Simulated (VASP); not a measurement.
Wanted: the native input for a VASP 6.6.1 run.

```
Task                   : relaxation of the atoms
Functional             : PBE
Potentials or basis    : VASP PAW PBE potentials, release 64 (Zn, S)
Cutoff                 : 520 eV
k mesh                 : 2 × 2 × 2
Occupations            : gaussian, width 0.01 eV
Spin                   : no spin polarisation
Dipole correction      : no
Further INCAR settings : LREAL = Auto; ALGO = Fast; EDIFF = 1e-06; IBRION = 2; EDIFFG = -0.025; NSW = 65
```

The structure of Zn7S8 (a cell with a defect) lies in POSCAR:

```
Zn7S8
1.0
    0.0000000000      5.4423087610     -5.4423087610
    5.4423087610      5.4423087610      0.0000000000
    5.4423087610      0.0000000000     -5.4423087610
Zn S
7 8
Direct
    0.0030044070     -0.0036777240      0.0018473997
    0.4954524313      0.5039294873      0.0051355458
    0.4987720639     -0.0037268230      0.0018601117
    0.0031117672      0.5006376381      0.4975396236
    0.0064245791     -0.0070612371      0.4942505813
    0.4987695372      0.5005835840      0.4975799578
    0.5009116078     -0.0015544606      0.4997277151
    0.1278585523      0.1217157910      0.1225110046
    0.1237045361      0.6254265904      0.1266616183
    0.6253055851      0.1257363368      0.1235916174
    0.6242115897      0.6253748398      0.1266799765
    0.1248161335      0.1229000530      0.6241233293
    0.1278873260      0.6212127503      0.6230675097
    0.6281785989      0.1228594694      0.6241418957
    0.6253709926      0.6223254572      0.6269713201
```

This cell differs from its parent crystal: atoms taken out.

These files were run (other wordings do the same):

INCAR

```
PREC = Accurate
ENCUT = 520
EDIFF = 1E-6
ISMEAR = 0
SIGMA = 0.01
LREAL = Auto
LASPH = True
NELM = 60
ALGO = Fast
ISIF = 2
LWAVE = False
LCHARG = False
GGA = PE
IBRION = 2
NSW = 65
EDIFFG = -0.025
```

KPOINTS

```
regular mesh
0
Gamma
  2 2 2
```

Potentials or basis: VASP PAW PBE potentials, release 64 (Zn, S).

The run is started by

```sh
$ cat potpaw_PBE.64/Zn/POTCAR potpaw_PBE.64/S/POTCAR > POTCAR
$ mpirun -np 1 vasp_std > vasp.out
```

Results of the run:

| Property | Result |
| --- | --- |
| Energy gained by relaxing | 0.3 meV/atom |
| Ionic steps | 7 |
| Pressure after relaxing | -1.2 GPa |
| Largest force after relaxing | 0.018 eV/Å |
| Band gap on the k mesh | zero (bands 66 and 67 overlap by 0.45 eV) |

Caveat: the k points lie up to 0.50 Å⁻¹ apart; the cell differs from its parent crystal (atoms taken out).

Wall time 38 min on 1 thread of Oxide Virtual Turin-like Processor (shared host), peak memory 0.55 GiB.
